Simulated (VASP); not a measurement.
**SnSe2: single point with PBE+D3(BJ)**

Slab: SnSe2, a slab with vacuum.

```
Se Sn
1.0
     3.83905    0.00000    0.00000
    -1.91952    3.32471    0.00000
     0.00000    0.00000   32.37601
Se Sn
2 1
Direct
  0.66667 0.33333 0.45077
  0.33333 0.66667 0.54923
  0.00000 0.00000 0.50000
```

- Program: VASP 6.6.1
- Task: single point
- Functional: PBE
- Dispersion: D3(BJ)
- Potentials or basis: VASP PAW PBE potentials, release 64 (Se, Sn_d)
- Cutoff: 520 eV
- k mesh: 6 × 6 × 1
- Occupations: gaussian, width 0.1 eV
- Spin: no spin polarisation

```json
{"Largest force": "0.023 eV/Å", "Band gap on the k mesh": "0.80 eV, indirect (least direct gap 1.12 eV)", "Dispersion energy per atom": "-0.251 eV", "Ionisation potential of the upper face": "6.01 eV"}
```

Forces on the atoms (eV/Å):
```
Se   0.000  0.000 -0.023
Se   0.000  0.000  0.023
Sn   0.000  0.000  0.000
```

Levels at points of the mesh, in eV from the valence-band top:
```
           k point  band 9  band 10  band 11  band 12  band 13  band 14  band 15  band 16  band 17  band 18
(0.00, 0.00, 0.00)   -1.11    -0.46    -0.46    -0.07    -0.07     1.58     3.10     4.61     4.61     5.61
(0.50, 0.00, 0.00)   -4.33    -2.27    -2.18    -0.70    -0.32     0.80     4.10     5.40     5.66     5.77
```

Run time: 2.2 min on 1 thread of Intel Xeon 6975P-C (shared host), peak memory 0.5 GiB.

Caveat: spin-orbit coupling is left out, which moves the levels of the heavy elements.
